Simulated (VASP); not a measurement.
# Ni (Fm-3m) in VASP: a series of runs

The runs below take Ni through single point, with r2SCAN.

All numbers are computed with VASP 6.6.1; they aren't measurements. Logs are shortened: lines on timing, memory, paths and dates and some standing lists are left out, and cuts for length are marked.

### Step 1. The cell of the first run

It takes space group Fm-3m (No. 225, cubic). Conventional cell: a = 3.534 Å, b = 3.534 Å, c = 3.534 Å, α = 90.00°, β = 90.00°, γ = 90.00°. Within 3.3 Å of Ni (site symmetry m-3m) lie 12 Ni at 2.50 Å.

### Step 2. Single point, r2SCAN, collinear spin, ferromagnetic start

POSCAR

```
Ni
1.0
    0.0000000000      1.7671500000      1.7671500000
    1.7671500000      0.0000000000      1.7671500000
    1.7671500000      1.7671500000      0.0000000000
Ni
1
Direct
    0.0000000000      0.0000000000      0.0000000000
```

INCAR.step1

```
PREC = Accurate
ENCUT = 520
ISMEAR = -1
SIGMA = 0.05
LREAL = F
LASPH = T
NELM = 150
ISPIN = 2
MAGMOM = 1.9
NUPDOWN = 1.9
LMAXMIX = 4
NBANDS = 15
GGA = PE
ALGO = Normal
EDIFF = 1E-4
LWAVE = T
LCHARG = F
```

INCAR.step2

```
PREC = Accurate
ENCUT = 520
EDIFF = 1E-6
ISMEAR = -1
SIGMA = 0.05
LREAL = F
LASPH = T
NELM = 150
ALGO = Normal
ISIF = 2
LWAVE = F
LCHARG = T
ISPIN = 2
MAGMOM = 1.9
LORBIT = 11
NUPDOWN = 1.9
LMAXMIX = 4
METAGGA = R2SCAN
LMIXTAU = T
LELF = T
LVHAR = T
NBANDS = 15
ISTART = 1
```

KPOINTS

```
regular mesh
0
Gamma
  11 11 11
```

Potentials or basis: VASP PAW PBE potentials, release 64 (Ni).

Run with:

```console
> cat potpaw_PBE.64/Ni/POTCAR > POTCAR
> cp INCAR.step1 INCAR
> mpirun -np 1 vasp_std > vasp.out
> cp INCAR.step2 INCAR
> mpirun -np 1 vasp_std > vasp.out
```

OUTCAR:

```text
PREC = Accurate
   ENCUT = 520
   EDIFF = 1E-6
   ISMEAR = -1
   LREAL = F
   LASPH = T
   NELM = 150
   ISIF = 2
   ISPIN = 2
   LORBIT = 11
   NUPDOWN = 1.9
   METAGGA = R2SCAN
   ISTART = 1

 ion  position               nearest neighbor table
   1  0.000  0.000  0.000-

  LATTYP: Found a face centered cubic cell.
 ALAT       =     3.5343000000

  Lattice vectors:

 A1 = (   0.0000000000,   1.7671500000,   1.7671500000)
 A2 = (   1.7671500000,   0.0000000000,   1.7671500000)
 A3 = (   1.7671500000,   1.7671500000,   0.0000000000)

Analysis of symmetry for initial positions (statically):
=====================================================================
 Subroutine PRICEL returns:
 Original cell was already a primitive cell.

 Routine SETGRP: Setting up the symmetry group for a
 face centered cubic supercell.

 Subroutine GETGRP returns: Found 48 space group operations
 (whereof 48 operations were pure point group operations)
 out of a pool of 48 trial point group operations.

The static configuration has the point symmetry O_h .

Analysis of symmetry for dynamics (positions and initial velocities):
=====================================================================
 Subroutine PRICEL returns:
 Original cell was already a primitive cell.

 Routine SETGRP: Setting up the symmetry group for a
 face centered cubic supercell.

 Subroutine GETGRP returns: Found 48 space group operations
 (whereof 48 operations were pure point group operations)
 out of a pool of 48 trial point group operations.

The dynamic configuration has the point symmetry O_h .

Analysis of structural, dynamic, and magnetic symmetry:
=====================================================================
 Subroutine PRICEL returns:
 Original cell was already a primitive cell.

 Routine SETGRP: Setting up the symmetry group for a
 face centered cubic supercell.

 Subroutine GETGRP returns: Found 48 space group operations
 (whereof 48 operations were pure point group operations)
 out of a pool of 48 trial point group operations.

The overall configuration has the point symmetry O_h .

 Subroutine INISYM returns: Found 48 space group operations
 (whereof 48 operations are pure point group operations),
 and found     1 'primitive' translations

----------------------------------------------------------------------------------------

                                     Primitive cell

  volume of cell :      11.0370

  direct lattice vectors                    reciprocal lattice vectors
     0.000000000  1.767150000  1.767150000    -0.282941459  0.282941459  0.282941459
     1.767150000  0.000000000  1.767150000     0.282941459 -0.282941459  0.282941459
     1.767150000  1.767150000  0.000000000     0.282941459  0.282941459 -0.282941459

  length of vectors
     2.499127497  2.499127497  2.499127497     0.490068983  0.490068983  0.490068983
[... 117 lines left out ...]

 Free energy of the ion-electron system (eV)
  ---------------------------------------------------
  ext. energy  EPLUGINS =         0.00000000
  ---------------------------------------------------
  free energy    TOTEN  =       -10.59782925 eV

  energy without entropy =      -10.58996770  energy(sigma->0) =      -10.59389848

 E-fermi :   8.2497     XC(G=0): -14.4683

 val. band max:       13.1760469132   @ k =  -0.3636   0.4545   0.1818
 cond. band min:       8.2580511987   @ k =   0.2727   0.0909   0.0000
 fundamental gap:     -4.9179957145
 Fermi energy:        13.5659923710

 spin component 1

 k-point     1 :       0.0000    0.0000    0.0000
  band No.  band energies     occupation
      1      -0.8454      1.00000
      2       4.8017      1.00000
      3       4.8017      1.00000
      4       4.8017      1.00000
      5       6.1578      1.00000
      6       6.1578      1.00000
      7      33.0257      0.00000
      8      37.2531      0.00000
      9      37.2531      0.00000
     10      37.2534      0.00000
     11      39.4891      0.00000
     12      39.4891      0.00000
     13      39.4891      0.00000
     14      43.3109      0.00000
[... 403 lines left out ...]
      4       5.3688      1.00000
      5       5.7806      1.00000
      6       6.8223      1.00000
      7      23.8845      0.00000
      8      25.0556      0.00000
      9      35.4496      0.00000
     10      36.2291      0.00000
     11      38.7146      0.00000
     12      41.2735      0.00000
     13      42.4265      0.00000
     14      46.2780      0.00000
     15      49.6338      0.00000

 [... further k-points ...]

 spin component 2

 k-point     1 :       0.0000    0.0000    0.0000
  band No.  band energies     occupation
      1       0.0282      1.00000
      2       7.4654      1.00000
      3       7.4654      1.00000
      4       7.4655      1.00000
      5       7.7913      0.99990
      6       7.7914      0.99990
      7      33.9112      0.00000
      8      38.0219      0.00000
      9      38.0221      0.00000
     10      38.0221      0.00000
     11      40.7106      0.00000
     12      40.7106      0.00000
     13      40.7106      0.00000
     14      44.4051      0.00000
[... 403 lines left out ...]
      4       7.3765      1.00000
      5       8.1133      0.93869
      6       9.0261      0.00000
      7      25.1370      0.00000
      8      26.1320      0.00000
      9      36.4652      0.00000
     10      37.2586      0.00000
     11      39.5644      0.00000
     12      42.4318      0.00000
     13      43.2921      0.00000
     14      48.6397      0.00000
     15      52.6242      0.00000

 [... further k-points ...]
[... 5 lines left out ...]
  --------------------------------------------------------------------------------------
  -------------------------------------------------------------------------------------
  Total        0.9493882      0.9493882      0.9493882     -0.0000000     -0.0000000      0.0000000
  in kB      137.8174332    137.8174332    137.8174332     -0.0000000     -0.0000000      0.0000000
  external PRESSURE =     137.8174332 kB  Pullay stress =       0.0000000 kB

 VOLUME and BASIS-vectors are now :
 -----------------------------------------------------------------------------
  energy-cutoff  :      520.00
  volume of cell :       11.04
      direct lattice vectors                 reciprocal lattice vectors
     0.000000000  1.767150000  1.767150000    -0.282941459  0.282941459  0.282941459
     1.767150000  0.000000000  1.767150000     0.282941459 -0.282941459  0.282941459
     1.767150000  1.767150000  0.000000000     0.282941459  0.282941459 -0.282941459

 POSITION                                       TOTAL-FORCE (eV/Angst)
 -----------------------------------------------------------------------------------
      0.00000      0.00000      0.00000        -0.000000     -0.000000      0.000000
 -----------------------------------------------------------------------------------
    total drift:                                0.000000      0.000000      0.000000

  FREE ENERGIE OF THE ION-ELECTRON SYSTEM (eV)
  ---------------------------------------------------
  free  energy   TOTEN  =       -10.5978292544 eV

  energy  without entropy=      -10.5899677020  energy(sigma->0) =      -10.59389848

 total charge

# of ion       s       p       d       tot
------------------------------------------
    1        0.544   0.666   8.048   9.258

 magnetization (x)

# of ion       s       p       d       tot
------------------------------------------
    1        0.053   0.204   1.548   1.805
```

OSZICAR.step1:

```text
N       E                     dE             d eps       ncg     rms          rms(c)
DAV:   1     0.341172137074E+02    0.34117E+02   -0.41293E+03  3542   0.857E+02
DAV:   2    -0.431116410181E+01   -0.38428E+02   -0.35286E+02  3815   0.162E+02
DAV:   3    -0.569649122931E+01   -0.13853E+01   -0.13784E+01  4123   0.304E+01
DAV:   4    -0.570471872000E+01   -0.82275E-02   -0.82264E-02  4005   0.221E+00
DAV:   5    -0.570481863250E+01   -0.99912E-04   -0.99912E-04  4158   0.216E-01    0.128E+01
DAV:   6    -0.423177671047E+01    0.14730E+01   -0.13984E+01  4809   0.490E+01    0.789E+00
DAV:   7    -0.405670266450E+01    0.17507E+00   -0.10010E+00  4092   0.128E+01    0.350E+00
DAV:   8    -0.404292385557E+01    0.13779E-01   -0.11924E-02  4350   0.916E-01    0.190E+00
DAV:   9    -0.403531575207E+01    0.76081E-02   -0.23148E-03  5038   0.413E-01    0.348E-01
DAV:  10    -0.403432802426E+01    0.98773E-03   -0.22898E-03  4834   0.427E-01    0.576E-02
DAV:  11    -0.403427125942E+01    0.56765E-04   -0.13712E-04  3676   0.843E-02
   1 F= -.40342713E+01 E0= -.40285632E+01  d E =-.114160E-01  mag=     1.9000
```

Wall time 51 s (1 thread of Intel Xeon 6975P-C (Granite Rapids), shared host); peak memory 0.14 GiB.

What came out:

| Item | Value |
| --- | --- |
| Free energy | -10.5978 eV |
| Pressure | 13.8 GPa |
| Net moment | 1.90 μB per cell |
| Site moments | Ni +1.80 μB |
| Valence electrons inside the program's atomic spheres | Ni 9.26 |

Caveat: the PAW data sets were made with another functional, which shifts forces and pressure a little; the total moment is fixed, so each spin has its own Fermi level.

### Step 3. Single point, r2SCAN, collinear spin, ferromagnetic start

POSCAR is that of step 2.

INCAR.step1

```
PREC = Accurate
ENCUT = 520
ISMEAR = -1
SIGMA = 0.05
LREAL = False
LASPH = True
NELM = 150
ISPIN = 2
MAGMOM = 0.2
LMAXMIX = 4
NBANDS = 15
GGA = PE
ALGO = Normal
EDIFF = 1E-4
LWAVE = True
LCHARG = False
```

INCAR.step2

```
PREC = Accurate
ENCUT = 520
EDIFF = 1E-7
ISMEAR = -1
SIGMA = 0.05
LREAL = False
LASPH = True
NELM = 150
ALGO = Normal
ISIF = 2
LWAVE = False
LCHARG = True
ISPIN = 2
MAGMOM = 0.2
LORBIT = 11
LMAXMIX = 4
METAGGA = R2SCAN
LMIXTAU = True
LELF = True
LVHAR = True
NBANDS = 15
ISTART = 1
```

KPOINTS is that of step 2.

Potentials or basis: VASP PAW PBE potentials, release 64 (Ni).

Run with:

```console
> cat potpaw_PBE.64/Ni/POTCAR > POTCAR
> cp INCAR.step1 INCAR
> mpirun -np 1 vasp_std > vasp.out
> cp INCAR.step2 INCAR
> mpirun -np 1 vasp_std > vasp.out
```

OUTCAR:

```text
PREC = Accurate
   ENCUT = 520
   EDIFF = 1E-7
   ISMEAR = -1
   LREAL = False
   LASPH = True
   NELM = 150
   ISIF = 2
   ISPIN = 2
   LORBIT = 11
   METAGGA = R2SCAN
   ISTART = 1

 ion  position               nearest neighbor table
   1  0.000  0.000  0.000-

  LATTYP: Found a face centered cubic cell.
 ALAT       =     3.5343000000

  Lattice vectors:

 A1 = (   0.0000000000,   1.7671500000,   1.7671500000)
 A2 = (   1.7671500000,   0.0000000000,   1.7671500000)
 A3 = (   1.7671500000,   1.7671500000,   0.0000000000)

Analysis of symmetry for initial positions (statically):
=====================================================================
 Subroutine PRICEL returns:
 Original cell was already a primitive cell.

 Routine SETGRP: Setting up the symmetry group for a
 face centered cubic supercell.

 Subroutine GETGRP returns: Found 48 space group operations
 (whereof 48 operations were pure point group operations)
 out of a pool of 48 trial point group operations.

The static configuration has the point symmetry O_h .

Analysis of symmetry for dynamics (positions and initial velocities):
=====================================================================
 Subroutine PRICEL returns:
 Original cell was already a primitive cell.

 Routine SETGRP: Setting up the symmetry group for a
 face centered cubic supercell.

 Subroutine GETGRP returns: Found 48 space group operations
 (whereof 48 operations were pure point group operations)
 out of a pool of 48 trial point group operations.

The dynamic configuration has the point symmetry O_h .

Analysis of structural, dynamic, and magnetic symmetry:
=====================================================================
 Subroutine PRICEL returns:
 Original cell was already a primitive cell.

 Routine SETGRP: Setting up the symmetry group for a
 face centered cubic supercell.

 Subroutine GETGRP returns: Found 48 space group operations
 (whereof 48 operations were pure point group operations)
 out of a pool of 48 trial point group operations.

The overall configuration has the point symmetry O_h .

 Subroutine INISYM returns: Found 48 space group operations
[... 150 lines left out ...]

 k-point     1 :       0.0000    0.0000    0.0000
  band No.  band energies     occupation
      1      -0.1884      1.00000
      2       6.1680      1.00000
      3       6.1681      1.00000
      4       6.1681      1.00000
      5       7.4447      1.00000
      6       7.4447      1.00000
      7      33.5378      0.00000
      8      37.5628      0.00000
      9      37.5628      0.00000
     10      37.5631      0.00000
     11      40.1281      0.00000
     12      40.1281      0.00000
     13      40.1281      0.00000
     14      43.6174      0.00000
[... 403 lines left out ...]
      4       6.7748      1.00000
      5       7.0349      1.00000
      6       8.1537      1.00000
      7      24.6446      0.00000
      8      25.6022      0.00000
      9      35.8595      0.00000
     10      36.7429      0.00000
     11      39.1060      0.00000
     12      41.8265      0.00000
     13      42.7577      0.00000
     14      47.7820      0.00000
     15      51.8040      0.00000

 [... further k-points ...]

 spin component 2

 k-point     1 :       0.0000    0.0000    0.0000
  band No.  band energies     occupation
      1      -0.4418      1.00000
      2       7.5687      1.00000
      3       7.5687      1.00000
      4       7.5688      1.00000
      5       8.2285      1.00000
      6       8.2286      1.00000
      7      33.2565      0.00000
      8      37.6846      0.00000
      9      37.6847      0.00000
     10      37.6847      0.00000
     11      40.4487      0.00000
     12      40.4487      0.00000
     13      40.4487      0.00000
     14      43.7287      0.00000
[... 403 lines left out ...]
      4       7.7790      1.00000
      5       8.2426      1.00000
      6       9.2712      0.05329
      7      24.8515      0.00000
      8      25.8162      0.00000
      9      35.9826      0.00000
     10      36.9719      0.00000
     11      39.0797      0.00000
     12      42.1205      0.00000
     13      43.0780      0.00000
     14      48.4993      0.00000
     15      52.1454      0.00000

 [... further k-points ...]
[... 5 lines left out ...]
  --------------------------------------------------------------------------------------
  -------------------------------------------------------------------------------------
  Total       -0.5930070     -0.5930070     -0.5930070      0.0000000      0.0000000      0.0000000
  in kB      -86.0835468    -86.0835468    -86.0835468      0.0000000      0.0000000      0.0000000
  external PRESSURE =     -86.0835468 kB  Pullay stress =       0.0000000 kB

 VOLUME and BASIS-vectors are now :
 -----------------------------------------------------------------------------
  energy-cutoff  :      520.00
  volume of cell :       11.04
      direct lattice vectors                 reciprocal lattice vectors
     0.000000000  1.767150000  1.767150000    -0.282941459  0.282941459  0.282941459
     1.767150000  0.000000000  1.767150000     0.282941459 -0.282941459  0.282941459
     1.767150000  1.767150000  0.000000000     0.282941459  0.282941459 -0.282941459

 POSITION                                       TOTAL-FORCE (eV/Angst)
 -----------------------------------------------------------------------------------
      0.00000      0.00000      0.00000        -0.000000      0.000000     -0.000000
 -----------------------------------------------------------------------------------
    total drift:                                0.000000      0.000000      0.000000

  FREE ENERGIE OF THE ION-ELECTRON SYSTEM (eV)
  ---------------------------------------------------
  free  energy   TOTEN  =       -11.9252050222 eV

  energy  without entropy=      -11.9121691744  energy(sigma->0) =      -11.91868710

 total charge

# of ion       s       p       d       tot
------------------------------------------
    1        0.509   0.509   8.300   9.318

 magnetization (x)

# of ion       s       p       d       tot
------------------------------------------
    1       -0.009  -0.041   0.840   0.790
```

OUTCAR.step1:

```text
PREC = Accurate
   ENCUT = 520
   ISMEAR = -1
   LREAL = False
   LASPH = True
   NELM = 150
[... 1099 lines left out ...]
 POSITION                                       TOTAL-FORCE (eV/Angst)
 -----------------------------------------------------------------------------------
      0.00000      0.00000      0.00000        -0.000000      0.000000     -0.000000
 -----------------------------------------------------------------------------------
    total drift:                                0.000000      0.000000      0.000000

  FREE ENERGIE OF THE ION-ELECTRON SYSTEM (eV)
  ---------------------------------------------------
  free  energy   TOTEN  =        -5.4766994619 eV

  energy  without entropy=       -5.4621641097  energy(sigma->0) =       -5.46943179
```

OSZICAR.step1:

```text
N       E                     dE             d eps       ncg     rms          rms(c)
DAV:   1     0.320049423306E+02    0.32005E+02   -0.41444E+03  3542   0.856E+02
DAV:   2    -0.507447352036E+01   -0.37079E+02   -0.34308E+02  3815   0.159E+02
DAV:   3    -0.647059551861E+01   -0.13961E+01   -0.13669E+01  4130   0.303E+01
DAV:   4    -0.647907923622E+01   -0.84837E-02   -0.84810E-02  4019   0.224E+00
DAV:   5    -0.647918582132E+01   -0.10659E-03   -0.10658E-03  4206   0.222E-01    0.965E+00
DAV:   6    -0.582244624655E+01    0.65674E+00   -0.13982E+01  4802   0.404E+01    0.627E+00
DAV:   7    -0.549065716909E+01    0.33179E+00   -0.25864E+00  4529   0.155E+01    0.193E+00
DAV:   8    -0.547693238394E+01    0.13725E-01   -0.67051E-02  4162   0.175E+00    0.913E-01
DAV:   9    -0.547672902779E+01    0.20336E-03   -0.13067E-03  4475   0.277E-01    0.456E-01
DAV:  10    -0.547672212855E+01    0.68992E-05   -0.27015E-03  4727   0.367E-01    0.115E-01
DAV:  11    -0.547669946189E+01    0.22667E-04   -0.78870E-05  3108   0.567E-02
   1 F= -.54766995E+01 E0= -.54694318E+01  d E =-.145354E-01  mag=     0.5743
```

Run time: 40 s. Hardware: 1 thread of Intel Xeon 6975P-C (Granite Rapids), shared host; peak memory 0.14 GiB.

Results:

| Item | Value |
| --- | --- |
| Free energy | -11.9252 eV |
| Pressure | -8.6 GPa |
| Net moment | 0.77 μB per cell |
| Site moments | Ni +0.79 μB |
| Valence electrons inside the program's atomic spheres | Ni 9.32 |

Levels at points of the mesh, in eV from the Fermi level:
Spin up:
```tsv
k point	band 2	band 3	band 4	band 5	band 6	band 7	band 8	band 9
(0.00, 0.00, 0.00)	-2.96	-2.96	-2.96	-1.68	-1.68	24.41	28.44	28.44
```
Spin down:
| k point | band 1 | band 2 | band 3 | band 4 | band 5 | band 6 | band 7 | band 8 | band 9 | band 10 |
| --- | --- | --- | --- | --- | --- | --- | --- | --- | --- | --- |
| (0.00, 0.00, 0.00) | -9.57 | -1.56 | -1.56 | -1.56 | -0.90 | -0.90 | 24.13 | 28.56 | 28.56 | 28.56 |

Caveat: the PAW data sets were made with another functional, which shifts forces and pressure a little.
